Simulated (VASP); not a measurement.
RbCl, 2 atoms in the cell. The structure is cubic, space group Fm-3m (No. 225). The conventional cell has a = 6.698 Å, b = 6.698 Å, c = 6.698 Å, α = 90.00°, β = 90.00°, γ = 90.00°. Within 4.4 Å of Rb (site symmetry m-3m) lie 6 Cl at 3.35 Å. Cl (site symmetry m-3m) has 6 Rb at 3.35 Å within 4.4 Å. 

```yaml
Program: VASP 6.6.1
Task: single point
Functional: r2SCAN
Potentials_or_basis: VASP PAW PBE potentials, release 64 (Rb_sv, Cl)
Cutoff: 550 eV
k_mesh: 6 × 6 × 6
Occupations: gaussian, width 0.05 eV
Spin: no spin polarisation
Dipole_correction: no
Further_INCAR_settings: ALGO = Normal; EDIFF = 1e-06; NBANDS = 15
```

Potentials or basis: VASP PAW PBE potentials, release 64 (Rb_sv, Cl).

Command:

```bash
$ cat potpaw_PBE.64/Rb_sv/POTCAR potpaw_PBE.64/Cl/POTCAR > POTCAR
$ cp INCAR.step1 INCAR
$ mpirun -np 1 vasp_std > vasp.out
$ cp INCAR.step2 INCAR
$ mpirun -np 1 vasp_std > vasp.out
```

Hardware: 1 thread of Intel(R) Xeon(R) Platinum 8488C (Sapphire Rapids), with other jobs on the host.

**Question.** Estimate the wall time of this run.

**Answer.** Wall time 59 s on 1 thread of Intel(R) Xeon(R) Platinum 8488C (Sapphire Rapids) (shared host), peak memory 0.22 GiB. Counts: k points 16.
